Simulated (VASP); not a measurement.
# Ta3Cu (I4/mmm) in VASP: further runs

The runs below take Ta3Cu through single point, with PBEsol.

Program: VASP 6.6.1. These are calculated values, not measurements. Logs are shortened: lines on timing, memory, paths and dates and some standing lists are left out, and cuts for length are marked.

### Step 1. The cell of the first run

The structure is tetragonal, space group I4/mmm (No. 139). The conventional cell has a = 3.838 Å, b = 3.838 Å, c = 7.862 Å, α = 90.00°, β = 90.00°, γ = 90.00°. Within 3.6 Å of Ta (site symmetry 4/mmm) lie 4 Cu at 2.71 Å and 8 Ta at 2.75 Å. Ta (site symmetry -4m2) has 8 Ta at 2.71 to 2.75 Å and 4 Cu at 2.75 Å within 3.6 Å. Cu (site symmetry 4/mmm) has 12 Ta at 2.71 to 2.75 Å within 3.6 Å.

### Step 2. Single point, PBEsol

Contents of INCAR:

```
  PREC = Accurate
  ENCUT = 520
  EDIFF = 1E-6
  ISMEAR = -1
  SIGMA = 0.05
  LREAL = False
  LASPH = True
  NELM = 60
  ALGO = Normal
  ISIF = 2
  LWAVE = False
  LCHARG = False
  GGA = PS
  NBANDS = 30
```

Contents of KPOINTS:

```
regular mesh
0
Gamma
  9 9 9
```

Contents of POSCAR:

```
Ta3Cu
1.0
   -1.9190441543      1.9190441543      3.9309012425
    1.9190441543     -1.9190441543      3.9309012425
    1.9190441543      1.9190441543     -3.9309012425
Ta Cu
3 1
Direct
    0.5000000000      0.5000000000      0.0000000000
    0.2500000000      0.7500000000      0.5000000000
    0.7500000000      0.2500000000      0.5000000000
    0.0000000000      0.0000000000      0.0000000000
```

Potentials or basis: VASP PAW PBE potentials, release 64 (Ta_pv, Cu).

On the command line:

```bash
> cat potpaw_PBE.64/Ta_pv/POTCAR potpaw_PBE.64/Cu/POTCAR > POTCAR
> mpirun -np 1 vasp_std > vasp.out
```

OUTCAR:

```text
PREC = Accurate
   ENCUT = 520
   EDIFF = 1E-6
   ISMEAR = -1
   LREAL = False
   LASPH = True
   NELM = 60
   ISIF = 2
   GGA = PS

 ion  position               nearest neighbor table
   1  0.500  0.500  0.000-   4 2.71   4 2.71   4 2.71   4 2.71   3 2.75   2 2.75   3 2.75   2 2.75
                             2 2.75   2 2.75   3 2.75   3 2.75
   2  0.250  0.750  0.500-   3 2.71   3 2.71   3 2.71   3 2.71   4 2.75   1 2.75   4 2.75   1 2.75
                             4 2.75   4 2.75   1 2.75   1 2.75
   3  0.750  0.250  0.500-   2 2.71   2 2.71   2 2.71   2 2.71   4 2.75   1 2.75   4 2.75   1 2.75
                             1 2.75   1 2.75   4 2.75   4 2.75
   4  0.000  0.000  0.000-   1 2.71   1 2.71   1 2.71   1 2.71   3 2.75   2 2.75   3 2.75   2 2.75
                             3 2.75   3 2.75   2 2.75   2 2.75

  LATTYP: Found a body centered tetragonal cell.
 ALAT       =     3.8380883086
 C/A-ratio  =     2.0483641472

  Lattice vectors:

 A1 = (  -1.9190441543,   1.9190441543,   3.9309012425)
 A2 = (   1.9190441543,  -1.9190441543,   3.9309012425)
 A3 = (   1.9190441543,   1.9190441543,  -3.9309012425)

Analysis of symmetry for initial positions (statically):
=====================================================================
 Subroutine PRICEL returns:
 Original cell was already a primitive cell.

 Routine SETGRP: Setting up the symmetry group for a
 body centered tetragonal supercell.

 Subroutine GETGRP returns: Found 16 space group operations
 (whereof 16 operations were pure point group operations)
 out of a pool of 16 trial point group operations.

The static configuration has the point symmetry D_4h.

Analysis of symmetry for dynamics (positions and initial velocities):
=====================================================================
 Subroutine PRICEL returns:
 Original cell was already a primitive cell.

 Routine SETGRP: Setting up the symmetry group for a
 body centered tetragonal supercell.

 Subroutine GETGRP returns: Found 16 space group operations
 (whereof 16 operations were pure point group operations)
 out of a pool of 16 trial point group operations.

The dynamic configuration has the point symmetry D_4h.

 Subroutine INISYM returns: Found 16 space group operations
 (whereof 16 operations are pure point group operations),
 and found     1 'primitive' translations

----------------------------------------------------------------------------------------
[... 96 lines left out ...]
   NELM   =     60;   NELMIN=  2; NELMDL= -5     # of ELM steps
   EDIFF  = 0.1E-05   stopping-criterion for ELM
   LREAL  =      F    real-space projection
   EDIFFG = 0.1E-04   stopping-criterion for IOM
   NSW    =      0    number of steps for IOM
   IBRION =     -1    ionic relax: 0-MD 1-quasi-New 2-CG
   NFREE  =      0    steps in history (QN), initial steepest desc. (CG)
   ISIF   =      2    stress and relaxation
   ISYM   =      2    0-nonsym 1-usesym 2-fastsym
   POTIM  = 0.5000    time-step for ionic-motion
   TEBEG  =    0.0;   TEEND  =   0.0 temperature during run
   PSTRESS=    0.0 pullay stress
   NELECT =      44.0000    total number of electrons
   NUPDOWN=      -1.0000    fix difference up-down
   EMIN   =  10.00;   EMAX   =-10.00  energy-range for DOS
   EFERMI =   0.00;   METHOD = LEGACY
   ISMEAR =    -1;   SIGMA  =   0.05  broadening in eV -4-tet -1-fermi 0-gaus
   EFERMI_NEDOS =   21; number of points for ismear=-14 and -15
   IALGO  =     38    algorithm
   IMIX   =      4    mixing-type and parameters
     AMIX     =   0.40;   BMIX     =  1.00
     AMIX_MAG =   1.60;   BMIX_MAG =  1.00
  volume/ion in A,a.u.               =      14.48        97.69
  Fermi-wavevector in a.u.,A,eV,Ry     =   1.493889  2.823041 30.364187  2.231705
  Thomas-Fermi vector in A             =   2.606232
   LORBIT       =      0    0 simple, 1 ext, 2 COOP (PROOUT), +10 PAW based schemes
   GGA     = PS    functional components
   LHFCALC =     F    Hartree Fock is set to
   AEXX    =    0.0000 exact exchange contribution
   IVDW    =     0    specifies the selected vdW correction
   LEPSILON=     F    determine dielectric tensor
   LRPA    =     F    only Hartree local field effects (RPA)
 non-spin polarized calculation
  energy-cutoff  :      520.00
  volume of cell :       57.91
 maximum number of plane-waves:      1574
   NGX = 17   NGY = 17   NGZ = 17

 number of electron      43.9999998 magnetization

 Free energy of the ion-electron system (eV)
  ---------------------------------------------------
  ext. energy  EPLUGINS =         0.00000000
  ---------------------------------------------------
  free energy    TOTEN  =       -40.61891780 eV

  energy without entropy =      -40.58647836  energy(sigma->0) =      -40.60269808

 E-fermi :   7.3312     XC(G=0): -13.4464

 val. band max:        7.3293052748   @ k =  -0.1111   0.1111   0.0000
 cond. band min:       7.3337679725   @ k =  -0.1111   0.1111   0.1111
 fundamental gap:      0.0044626978
 Fermi energy:         7.3311960612

 k-point     1 :       0.0000    0.0000    0.0000
  band No.  band energies     occupation
      1     -27.2833      2.00000
      2     -27.0329      2.00000
      3     -27.0329      2.00000
      4     -26.5909      2.00000
      5     -26.5909      2.00000
      6     -26.4127      2.00000
[... 781 lines left out ...]
     29      12.0011      0.00000
     30      12.2136      0.00000

 [... further k-points ...]

------------------------ aborting loop because EDIFF is reached ----------------------------------------

  FORCE on cell =-STRESS in cart. coord.  units (eV):
  Direction    XX          YY          ZZ          XY          YZ          ZX
  --------------------------------------------------------------------------------------
  -------------------------------------------------------------------------------------
  Total       11.1805557     11.1805557     11.0973130      0.0000000      0.0000000      0.0000000
  in kB      309.3512773    309.3512773    307.0480595      0.0000000      0.0000000      0.0000000
  external PRESSURE =     308.5835380 kB  Pullay stress =       0.0000000 kB

 VOLUME and BASIS-vectors are now :
 -----------------------------------------------------------------------------
  energy-cutoff  :      520.00
  volume of cell :       57.91
      direct lattice vectors                 reciprocal lattice vectors
    -1.919044154  1.919044154  3.930901243     0.000000000  0.260546376  0.127197294
     1.919044154 -1.919044154  3.930901243     0.260546376  0.000000000  0.127197294
     1.919044154  1.919044154 -3.930901243     0.260546376  0.260546376  0.000000000

 POSITION                                       TOTAL-FORCE (eV/Angst)
 -----------------------------------------------------------------------------------
      0.00000      0.00000      3.93090         0.000000     -0.000000      0.000000
      1.91904     -0.00000      1.96545        -0.000000      0.000000      0.000000
     -0.00000      1.91904      1.96545        -0.000000      0.000000     -0.000000
      0.00000      0.00000      0.00000         0.000000     -0.000000      0.000000
 -----------------------------------------------------------------------------------
    total drift:                               -0.000000      0.000000      0.000000

  FREE ENERGIE OF THE ION-ELECTRON SYSTEM (eV)
  ---------------------------------------------------
  free  energy   TOTEN  =       -40.6189178027 eV

  energy  without entropy=      -40.5864783586  energy(sigma->0) =      -40.60269808
```

OSZICAR:

```text
N       E                     dE             d eps       ncg     rms          rms(c)
DAV:   1     0.409266911652E+03    0.40927E+03   -0.23486E+04  4740   0.185E+03
DAV:   2    -0.209394105507E+02   -0.43021E+03   -0.41712E+03  4746   0.474E+02
DAV:   3    -0.446838560339E+02   -0.23744E+02   -0.22117E+02  5602   0.107E+02
[... 13 lines left out ...]
DAV:  17    -0.406203366206E+02    0.40048E-03   -0.15742E-04  6612   0.248E-01    0.283E-01
DAV:  18    -0.406189370180E+02    0.13996E-02   -0.24943E-03  5996   0.130E+00    0.578E-02
DAV:  19    -0.406189290644E+02    0.79536E-05   -0.40443E-04  6218   0.155E-01    0.268E-02
DAV:  20    -0.406189179446E+02    0.11120E-04   -0.22791E-05  5714   0.116E-01    0.893E-03
DAV:  21    -0.406189178027E+02    0.14192E-06   -0.82469E-06  5340   0.401E-02
   1 F= -.40618918E+02 E0= -.40602698E+02  d E =-.324394E-01
```

It took 2.8 min on 1 thread of AMD EPYC 9R14 (Zen 4), shared host; peak memory 0.24 GiB.

What came out:

```
Free energy            : -40.6189 eV
Pressure               : 30.9 GPa
Band gap on the k mesh : zero (band 22 reaches 8.48 eV, above the bottom of band 23 at 6.78 eV)
```

Stress tensor (GPa, compression positive):
```
30.94  0.00  0.00
 0.00 30.94  0.00
 0.00  0.00 30.70
```

Caveat: the PAW data sets were made with another functional, which shifts forces and pressure a little; spin-orbit coupling is left out, which moves the levels of the heavy elements.

[end of part 1 of 2]
